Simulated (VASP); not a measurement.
Ir:

```
Ir
1.0
     0.00000    1.91560    1.91560
     1.91560    0.00000    1.91560
     1.91560    1.91560    0.00000
Ir
1
Direct
  0.00000 0.00000 0.00000
```

Base run:

```yaml
Program: VASP 6.6.1
Functional: LDA
Potentials_or_basis: VASP PAW LDA potentials, release 64 (Ir_sv_GW)
Cutoff: 560 eV
k_mesh: 13 × 13 × 13
Occupations: fermi-dirac, width 0.05 eV
Spin: no spin polarisation
```

Its results: band gap on the k mesh zero (an odd number of electrons rules out a gap without spin polarisation); pressure -6.3 GPa.

Q: The run is repeated on the same cell with these changes: functional from LDA to r2SCAN; potentials or basis from VASP PAW LDA potentials, release 64 (Ir_sv_GW) to VASP PAW PBE potentials, release 64 (Ir_sv_GW); cutoff from 560 eV to 620 eV. What comes out?

A: Band gap on the k mesh zero (an odd number of electrons rules out a gap without spin polarisation); pressure 3.3 GPa.

Caveats: spin-orbit coupling is left out, which moves the levels of the heavy elements; the cell stands under tension (at least some runs); the cell stands under pressure (at least some runs); the PAW data sets were made with another functional, which shifts forces and pressure a little (at least some runs).
